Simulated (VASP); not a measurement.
Set up this calculation in VASP 6.6.1, as the native input.

- Task: single point
- Functional: LDA
- Potentials or basis: VASP PAW LDA potentials, release 64 (Rb_sv, Br)
- Cutoff: 520 eV
- k mesh: 6 × 6 × 6
- Occupations: gaussian, width 0.05 eV
- Spin: no spin polarisation
- Dipole correction: no
- Further INCAR settings: ALGO = Normal; EDIFF = 1e-07; NBANDS = 15

The structure of RbBr lies in POSCAR:

```
RbBr
1.0
    0.0000000000      3.4275000000      3.4275000000
    3.4275000000      0.0000000000      3.4275000000
    3.4275000000      3.4275000000      0.0000000000
Rb Br
1 1
Direct
   -0.0875273523     -0.0875273523     -0.0362550164
    0.5000000000      0.5000000000      0.5000000000
```

This cell differs from its parent crystal: atom 1 (Rb) moved by (-0.600, -0.600) A along [1 1 0] and z.

One way to write it, as run:

INCAR

```
ALGO     = Normal         # electronic algorithm
EDIFF    = 1E-7           # SCF threshold, eV
ENCUT    = 520            # plane-wave cutoff, eV
GGA      = CA             # functional
ISIF     = 2              # what is computed and relaxed
ISMEAR   = 0              # smearing method
LASPH    = True           # aspherical terms in the spheres
LCHARG   = False          # write CHGCAR
LREAL    = False          # projectors in reciprocal space
LWAVE    = False          # write WAVECAR
NBANDS   = 15             # bands
NELM     = 100            # most SCF steps
PREC     = Accurate       # precision mode
SIGMA    = 0.05           # smearing width, eV
```

KPOINTS

```
k-points
0
Gamma
  6 6 6
```

Potentials or basis: VASP PAW LDA potentials, release 64 (Rb_sv, Br).

Run with:

```bash
$ cat potpaw_LDA.64/Rb_sv/POTCAR potpaw_LDA.64/Br/POTCAR > POTCAR
$ mpirun -np 1 vasp_std > vasp.out
```

Results of the run:

The pressure is 2.1 GPa and the largest force is 1.046 eV/Å. The band gap on the k mesh is 4.04 eV (least direct gap 4.06 eV).

Caveat: the cell differs from its parent crystal (atom 1 (Rb) moved by (-0.600, -0.600) A along [1 1 0] and z); forces of over 1 eV/Å act on the atoms, so gaps and moduli don't describe the material at rest.

Wall time 62 s on 1 thread of Intel(R) Xeon(R) Platinum 8259CL CPU @ 2.50GHz (Skylake/Cascade Lake) (shared host), peak memory 0.22 GiB.
